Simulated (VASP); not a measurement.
# SiS2 (Ibam) in VASP: electric field gradients with r2SCAN

Aim: the electric field gradients of SiS2 with r2SCAN.

Everything below comes from runs of VASP 6.6.1. Logs are shortened: lines on timing, memory, paths and dates and some standing lists are left out, and cuts for length are marked.

### Step 1. The cell of the first run

Symmetry: Ibam, No. 72, orthorhombic system. Conventional cell: a = 5.749 Å, b = 9.821 Å, c = 5.549 Å, α = 90.00°, β = 90.00°, γ = 90.00°. Si (site symmetry 222) has 4 S at 2.13 Å and 2 Si at 2.77 Å within 2.8 Å. S (site symmetry m) has 2 Si at 2.13 Å within 2.8 Å.

### Step 2. Electric field gradients, r2SCAN

The input, POSCAR:

```
SiS2
1.0
   -2.8746902717      4.9104522643      2.7743526901
    2.8746902717     -4.9104522643      2.7743526901
    2.8746902717      4.9104522643     -2.7743526901
Si S
2 4
Direct
    0.7500000000      0.7500000000      0.0000000000
    0.2500000000      0.2500000000      0.0000000000
    0.8847451400      0.7985647100      0.6833098500
    0.1152548600      0.2014352900      0.3166901500
    0.6152548600      0.2985647100      0.9138195700
    0.3847451400      0.7014352900      0.0861804300
```

The input, INCAR.step1:

```
SYSTEM = SiS2
PREC = Accurate
ENCUT = 440
ISMEAR = -1
SIGMA = 0.01
LREAL = .FALSE.
LASPH = .TRUE.
NELM = 120
NBANDS = 25
GGA = PE
ALGO = Normal
EDIFF = 1E-5
LWAVE = .TRUE.
LCHARG = .FALSE.
GGA_COMPAT = .FALSE.
```

The input, INCAR.step2:

```
SYSTEM = SiS2
PREC = Accurate
ENCUT = 440
EDIFF = 1E-8
ISMEAR = -1
SIGMA = 0.01
LREAL = .FALSE.
LASPH = .TRUE.
NELM = 120
ALGO = Normal
ISIF = 2
LWAVE = .FALSE.
LCHARG = .FALSE.
METAGGA = R2SCAN
LMIXTAU = .TRUE.
LEFG = .TRUE.
NBANDS = 25
ISTART = 1
GGA_COMPAT = .FALSE.
```

The input, KPOINTS:

```
Automatic mesh
0
G
  8 8 8
  0 0 0
```

Potentials or basis: VASP PAW PBE potentials, release 64 (Si, S).

Run with:

```bash
cat potpaw_PBE.64/Si/POTCAR potpaw_PBE.64/S/POTCAR > POTCAR
cp INCAR.step1 INCAR
mpirun -np 1 vasp_std > vasp.out
cp INCAR.step2 INCAR
mpirun -np 1 vasp_std > vasp.out
```

OUTCAR:

```text
SYSTEM = SiS2
   PREC = Accurate
   ENCUT = 440
   EDIFF = 1E-8
   ISMEAR = -1
   LREAL = .FALSE.
   LASPH = .TRUE.
   NELM = 120
   ISIF = 2
   METAGGA = R2SCAN
   ISTART = 1

 ion  position               nearest neighbor table
   1  0.750  0.750  0.000-   3 2.13   4 2.13   5 2.13   6 2.13   2 2.77   2 2.77
   2  0.250  0.250  0.000-   3 2.13   4 2.13   5 2.13   6 2.13   1 2.77   1 2.77
   3  0.885  0.799  0.683-   1 2.13   2 2.13
   4  0.115  0.201  0.317-   1 2.13   2 2.13
   5  0.615  0.299  0.914-   1 2.13   2 2.13
   6  0.385  0.701  0.086-   1 2.13   2 2.13

  LATTYP: Found a body centered orthorhombic cell.
 ALAT       =     5.5487053802
 B/A-ratio  =     1.0361661233
 C/A-ratio  =     1.7699452135

  Lattice vectors:

 A1 = (   2.8746902717,   4.9104522643,  -2.7743526901)
 A2 = (  -2.8746902717,   4.9104522643,   2.7743526901)
 A3 = (   2.8746902717,  -4.9104522643,   2.7743526901)

Analysis of symmetry for initial positions (statically):
=====================================================================
 Subroutine PRICEL returns:
 Original cell was already a primitive cell.

 Routine SETGRP: Setting up the symmetry group for a
 body centered orthorhombic supercell.

 Subroutine GETGRP returns: Found  8 space group operations
 (whereof  4 operations were pure point group operations)
 out of a pool of  8 trial point group operations.

The static configuration has the point symmetry C_2h.
 The point group associated with its full space group is D_2h.

Analysis of symmetry for dynamics (positions and initial velocities):
=====================================================================
 Subroutine PRICEL returns:
 Original cell was already a primitive cell.

 Routine SETGRP: Setting up the symmetry group for a
 body centered orthorhombic supercell.

 Subroutine GETGRP returns: Found  8 space group operations
 (whereof  4 operations were pure point group operations)
 out of a pool of  8 trial point group operations.

The dynamic configuration has the point symmetry C_2h.
 The point group associated with its full space group is D_2h.

 Subroutine INISYM returns: Found  8 space group operations
 (whereof  4 operations are pure point group operations),
 and found     1 'primitive' translations

----------------------------------------------------------------------------------------

                                     Primitive cell

  volume of cell :     156.6514

  direct lattice vectors                    reciprocal lattice vectors
    -2.874690272  4.910452264  2.774352690     0.000000000  0.101823615  0.180222220
     2.874690272 -4.910452264  2.774352690     0.173931781  0.000000000  0.180222220
     2.874690272  4.910452264 -2.774352690     0.173931781  0.101823615  0.000000000

  length of vectors
     6.330356897  6.330356897  6.330356897     0.206997819  0.250464195  0.201544817

  position of ions in fractional coordinates (direct lattice)
     0.750000000  0.750000000  0.000000000
     0.250000000  0.250000000  0.000000000
     0.884745140  0.798564710  0.683309850
     0.115254860  0.201435290  0.316690150
     0.615254860  0.298564710  0.913819570
     0.384745140  0.701435290  0.086180430

  ion indices of the primitive-cell ions
   primitive index   ion index
                 1           1
                 2           2
                 3           3
                 4           4
                 5           5
                 6           6

----------------------------------------------------------------------------------------

[... 59 lines left out ...]
 SYSTEM =  SiS2
   PREC   = accura    normal or accurate (medium, high low for compatibility)
   ISTART =      1    job   : 0-new  1-cont  2-samecut
   ICHARG =      0    charge: 1-file 2-atom 10-const
   ISPIN  =      1    spin polarized calculation?
   LNONCOLLINEAR =      F non collinear calculations
   LSORBIT =      F    spin-orbit coupling
   LASPH  =      T    aspherical Exc in radial PAW
   ENCUT  =  440.0 eV  32.34 Ry    5.69 a.u.  10.83 10.83 10.83*2*pi/ulx,y,z
   NELM   =    120;   NELMIN=  2; NELMDL=  0     # of ELM steps
   EDIFF  = 0.1E-07   stopping-criterion for ELM
   LREAL  =      F    real-space projection
   EDIFFG = 0.1E-06   stopping-criterion for IOM
   NSW    =      0    number of steps for IOM
   IBRION =     -1    ionic relax: 0-MD 1-quasi-New 2-CG
   NFREE  =      0    steps in history (QN), initial steepest desc. (CG)
   ISIF   =      2    stress and relaxation
   ISYM   =      2    0-nonsym 1-usesym 2-fastsym
   POTIM  = 0.5000    time-step for ionic-motion
   TEBEG  =    0.0;   TEEND  =   0.0 temperature during run
   PSTRESS=    0.0 pullay stress
   NELECT =      32.0000    total number of electrons
   NUPDOWN=      -1.0000    fix difference up-down
   EMIN   =  10.00;   EMAX   =-10.00  energy-range for DOS
   EFERMI =   0.00;   METHOD = LEGACY
   ISMEAR =    -1;   SIGMA  =   0.01  broadening in eV -4-tet -1-fermi 0-gaus
   EFERMI_NEDOS =   21; number of points for ismear=-14 and -15
   IALGO  =     38    algorithm
   IMIX   =      4    mixing-type and parameters
     AMIX     =   0.40;   BMIX     =  1.00
     AMIX_MAG =   1.60;   BMIX_MAG =  1.00
  volume/ion in A,a.u.               =      26.11       176.19
  Fermi-wavevector in a.u.,A,eV,Ry     =   0.964155  1.821988 12.647900  0.929594
  Thomas-Fermi vector in A             =   2.093762
   LORBIT       =      0    0 simple, 1 ext, 2 COOP (PROOUT), +10 PAW based schemes
   METAGGA = R2SCAN    functional components
   LHFCALC =     F    Hartree Fock is set to
   AEXX    =    0.0000 exact exchange contribution
   IVDW    =     0    specifies the selected vdW correction
   LEPSILON=     F    determine dielectric tensor
   LRPA    =     F    only Hartree local field effects (RPA)
 non-spin polarized calculation
  energy-cutoff  :      440.00
  volume of cell :      156.65
 maximum number of plane-waves:      3305
 NGX is ok and might be reduce to    48
   NGX = 21   NGY = 21   NGZ = 21

 number of electron      31.9999997 magnetization

 Free energy of the ion-electron system (eV)
  ---------------------------------------------------
  ext. energy  EPLUGINS =         0.00000000
  ---------------------------------------------------
  free energy    TOTEN  =       -54.17569971 eV

  energy without entropy =      -54.17569971  energy(sigma->0) =      -54.17569971

 E-fermi :   1.5876     XC(G=0):  -8.3762

 val. band max:        1.3599544960   @ k =  -0.2500   0.2500   0.2500
 cond. band min:       4.6698714950   @ k =  -0.3750  -0.3750   0.3750
 fundamental gap:      3.3099169990
 Fermi energy:         1.5875567330

 k-point     1 :       0.0000    0.0000    0.0000
  band No.  band energies     occupation
      1     -13.8596      2.00000
      2     -11.7123      2.00000
      3     -11.0998      2.00000
      4     -10.9856      2.00000
      5      -6.3983      2.00000
      6      -4.6497      2.00000
[... 661 lines left out ...]
     24       8.4331      0.00000
     25       9.8019      0.00000

 [... further k-points ...]

------------------------ aborting loop because EDIFF is reached ----------------------------------------

  FORCE on cell =-STRESS in cart. coord.  units (eV):
  Direction    XX          YY          ZZ          XY          YZ          ZX
  --------------------------------------------------------------------------------------
  -------------------------------------------------------------------------------------
  Total        0.0619576      0.0682061     -0.1712156      0.0000000      0.0000000      0.0000000
  in kB        0.6336812      0.6975890     -1.7511357      0.0000000      0.0000000      0.0000000
  external PRESSURE =      -0.1399552 kB  Pullay stress =       0.0000000 kB

 VOLUME and BASIS-vectors are now :
 -----------------------------------------------------------------------------
  energy-cutoff  :      440.00
  volume of cell :      156.65
      direct lattice vectors                 reciprocal lattice vectors
    -2.874690272  4.910452264  2.774352690     0.000000000  0.101823615  0.180222220
     2.874690272 -4.910452264  2.774352690     0.173931781  0.000000000  0.180222220
     2.874690272  4.910452264 -2.774352690     0.173931781  0.101823615  0.000000000

 POSITION                                       TOTAL-FORCE (eV/Angst)
 -----------------------------------------------------------------------------------
      0.00000      0.00000      4.16153         0.000000     -0.000000      0.000000
      0.00000      0.00000      1.38718         0.000000     -0.000000      0.000000
      1.71656      3.77855      2.77435         0.000065     -0.001744     -0.000000
      1.15813      1.13191      0.00000        -0.000065      0.001744      0.000000
      1.71656      6.04236      0.00000         0.000065      0.001744      0.000000
      1.15813     -1.13191      2.77435        -0.000065     -0.001744     -0.000000
 -----------------------------------------------------------------------------------
    total drift:                               -0.000000      0.000000     -0.000000

  FREE ENERGIE OF THE ION-ELECTRON SYSTEM (eV)
  ---------------------------------------------------
  free  energy   TOTEN  =       -54.1756997096 eV

  energy  without entropy=      -54.1756997096  energy(sigma->0) =      -54.17569971

 Electric field gradients (V/A^2)
---------------------------------------------------------------------
 ion       V_xx      V_yy      V_zz      V_xy      V_xz      V_yz
---------------------------------------------------------------------
   1       2.545     4.307    -6.852     0.000     0.000     0.000
   2       2.545     4.307    -6.852     0.000     0.000     0.000
   3     -49.077   -53.237   102.314    70.558     0.000     0.000
   4     -49.077   -53.237   102.314    70.558     0.000     0.000
   5     -49.077   -53.237   102.314   -70.558     0.000     0.000
   6     -49.077   -53.237   102.314   -70.558     0.000     0.000
---------------------------------------------------------------------

 Electric field gradients after diagonalization (V/A^2)
 (convention: |V_zz| > |V_xx| > |V_yy|)
----------------------------------------------------------------------
 ion       V_xx      V_yy      V_zz     asymmetry (V_yy - V_xx)/ V_zz
----------------------------------------------------------------------
   1       4.307     2.545    -6.852       0.257
   2       4.307     2.545    -6.852       0.257
   3     102.314    19.432  -121.746       0.681
   4     102.314    19.432  -121.746       0.681
   5     102.314    19.432  -121.746       0.681
   6     102.314    19.432  -121.746       0.681
----------------------------------------------------------------------

           NMR quadrupolar parameters

 Cq : quadrupolar parameter    Cq=e*Q*V_zz/h
 eta: asymmetry parameters     (V_yy - V_xx)/ V_zz
 Q  : nuclear electric quadrupole moment in mb (millibarn)
----------------------------------------------------------------------
 ion       Cq(MHz)       eta       Q (mb)
----------------------------------------------------------------------
   1      -0.017       0.257       1.000
   2      -0.017       0.257       1.000
   3      -0.294       0.681       1.000
   4      -0.294       0.681       1.000
   5      -0.294       0.681       1.000
   6      -0.294       0.681       1.000
----------------------------------------------------------------------
```

It took 71 min on 1 thread of Oxide Virtual Turin-like, shared host; peak memory 0.47 GiB.

Results:

```
Free energy                             : -54.1757 eV
Pressure                                : 0.0 GPa
Band gap on the k mesh                  : 3.31 eV (least direct gap 3.60 eV)
Largest electric field gradient by atom : Si -6.9; S -121.7 V/Å²
```

Stress tensor (GPa, compression positive):
```
 0.06  0.00  0.00
 0.00  0.07  0.00
 0.00  0.00 -0.18
```

Electric field gradients, principal values (V/Å²):
| atom | least | middle | greatest (by size) |
| --- | --- | --- | --- |
| 1 Si | 2.545 | 4.307 | -6.852 |
| 2 Si | 2.545 | 4.307 | -6.852 |
| 3 S | 19.432 | 102.314 | -121.746 |
| 4 S | 19.432 | 102.314 | -121.746 |
| 5 S | 19.432 | 102.314 | -121.746 |
| 6 S | 19.432 | 102.314 | -121.746 |

Caveat: without QUAD_EFG the Cq values of the log hold for a quadrupole moment of 1 mb, not for the nuclei; the PAW data sets were made with another functional, which shifts forces and pressure a little.
